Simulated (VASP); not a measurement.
Write the native input for VASP 6.6.1 that does the following.

* Task: single point
* Functional: PBEsol
* Potentials or basis: VASP PAW PBE potentials, release 64 (P)
* Cutoff: 520 eV
* k mesh: 8 × 1 × 6
* Occupations: gaussian, width 0.05 eV
* Spin: no spin polarisation
* Dipole correction: no
* Further INCAR settings: ALGO = Normal; EDIFF = 1e-06; NBANDS = 18

The structure of P lies in POSCAR:

```
P
1.0
    3.7145527969      0.0000000000      0.0000000000
    0.0000000000     39.4302734559      0.0000000000
    0.0000000000      0.0000000000      4.6320847100
P
4
Direct
    0.0000000000      0.9702614300      0.5921507200
    0.0000000000      0.0297385700      0.4078492800
    0.5000000000      0.0297385700      0.0921507200
    0.5000000000      0.9702614300      0.9078492800
```

This cell differs from its parent crystal: strain +0.1312 x Voigt [1, 1, 0, 0, 0, 0].

These files were run (other wordings do the same):

INCAR

```
SYSTEM = P
  PREC = Accurate
  ENCUT = 520
  EDIFF = 1E-6
  ISMEAR = 0
  SIGMA = 0.05
  LREAL = .FALSE.
  LASPH = .TRUE.
  NELM = 80
  ALGO = Normal
  ISIF = 2
  LWAVE = .FALSE.
  LCHARG = .FALSE.
  GGA = PS
  NBANDS = 18
```

KPOINTS

```
Automatic mesh
0
G
  8 1 6
  0 0 0
```

Potentials or basis: VASP PAW PBE potentials, release 64 (P).

Run with:

```console
$ cat potpaw_PBE.64/P/POTCAR > POTCAR
$ mpirun -np 1 vasp_std > vasp.out
```

Results of the run:

```yaml
Largest_force: 1.400 eV/Å
Band_gap_on_the_k_mesh: 0.34 eV, indirect (least direct gap 0.52 eV)
```

Caveat: the cell differs from its parent crystal (strain +0.1312 x Voigt [1, 1, 0, 0, 0, 0]); the PAW data sets were made with another functional, which shifts forces and pressure a little.

It took 6.8 min on 1 thread of Intel(R) Xeon(R) Platinum 8488C (Sapphire Rapids) (shared host), peak memory 0.67 GiB.
